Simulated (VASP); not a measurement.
A run of VASP 6.6.1 is set up as follows.

Contents of INCAR:

```
SYSTEM = H2C32O
ALGO = Normal
EDIFF = 1E-6
ENCUT = 520
GGA = PE
ISIF = 2
ISMEAR = -1
LASPH = .True.
LCHARG = .False.
LREAL = Auto
LWAVE = .False.
NBANDS = 91
NELM = 60
PREC = Accurate
SIGMA = 0.05
```

The input KPOINTS:

```
k-points
0
Gamma
  2 2 1
  0 0 0
```

The input POSCAR:

```
H2C32O
1.0
    9.8640000000      0.0000000000      0.0000000000
   -4.9320000000      8.5424750000      0.0000000000
    0.0000000000      0.0000000000     13.0000000000
C O H
32 1 2
Direct
   -0.0006559595     -0.0003267203      0.0613233846
    0.1660116463      0.0830024086      0.0613496923
   -0.0006761593      0.2496598468      0.0613883846
    0.1660499564      0.3330595641      0.0613916154
   -0.0006184644      0.4997748311      0.0612995385
    0.1660556411      0.5831033746      0.0612133846
   -0.0006408328      0.7497282696      0.0612706923
    0.1660166460      0.8330341031      0.0612526154
    0.2493469567     -0.0003172383      0.0613049231
    0.4160030882      0.0830252357      0.0613170769
    0.2493785063      0.2496783426      0.0613882308
    0.4160430708      0.3330498480      0.0613355385
    0.2493901979      0.4997808012      0.0612697692
    0.4160443339      0.5830730555      0.0612558462
    0.2493588233      0.7497261625      0.0612100769
    0.4160044125      0.8330293036      0.0612456923
    0.4993153912     -0.0003215696      0.0613056154
    0.6659743179      0.0829983114      0.0613526154
    0.4993340399      0.2496887612      0.0613318462
    0.6659879510      0.3330472726      0.0613372308
    0.4993571458      0.4997209825      0.0612869231
    0.6660136324      0.5830536232      0.0612844615
    0.4993482035      0.7497197241      0.0612489231
    0.6659970116      0.8330179485      0.0612740000
    0.7493134919     -0.0003332758      0.0613210769
    0.9159824830      0.0829779426      0.0613506154
    0.7492870083      0.2496790450      0.0613851538
    0.9159923542      0.3330501992      0.0613907692
    0.7493394787      0.4997213337      0.0613035385
    0.9160093636      0.5830769186      0.0612908462
    0.7493435272      0.7497059108      0.0612738462
    0.9160038135      0.8330226310      0.0612851538
    1.0343942755      0.3578337660      0.3425949231
    0.9524202702      0.3526343361      0.2986203846
    1.0923346171      0.3262740599      0.2977155385
```

Potentials or basis: VASP PAW PBE potentials, release 64 (C, O, H).

Run with:

```sh
$ cat potpaw_PBE.64/C/POTCAR potpaw_PBE.64/O/POTCAR potpaw_PBE.64/H/POTCAR > POTCAR
$ mpirun -np 1 vasp_std > vasp.out
```

**Question.** Estimate the largest force.

**Answer.** 0.103 eV/Å.

**Question.** What does it give for the band gap on the k mesh?

**Answer.** 1.96 eV.

Forces on the atoms (eV/Å):
```
C   -0.010 -0.005 -0.001
C    0.007  0.004  0.000
C   -0.004 -0.008 -0.001
C    0.006  0.008  0.000
C   -0.007  0.001 -0.001
C    0.009  0.000  0.000
C   -0.008 -0.004  0.000
C    0.009  0.003  0.000
C   -0.007 -0.005  0.000
C    0.009  0.005  0.000
C   -0.004 -0.004  0.001
C    0.007  0.005 -0.001
C   -0.009 -0.001  0.001
C    0.009  0.003  0.000
C   -0.008 -0.003  0.000
C    0.009  0.004 -0.001
C   -0.007 -0.003  0.000
C    0.009  0.000  0.000
C   -0.009 -0.004  0.000
C    0.005  0.006  0.001
C   -0.009 -0.004  0.000
C    0.008  0.004  0.000
C   -0.008 -0.004 -0.001
C    0.009  0.006  0.000
C   -0.009 -0.003  0.000
C    0.006 -0.002 -0.001
C   -0.011 -0.008  0.002
C    0.004  0.010  0.000
C   -0.008 -0.004  0.000
C    0.010  0.004 -0.001
C   -0.008 -0.003  0.000
C    0.009  0.004  0.000
O    0.004  0.014  0.065
H   -0.098  0.007 -0.031
H    0.094 -0.021 -0.032
```
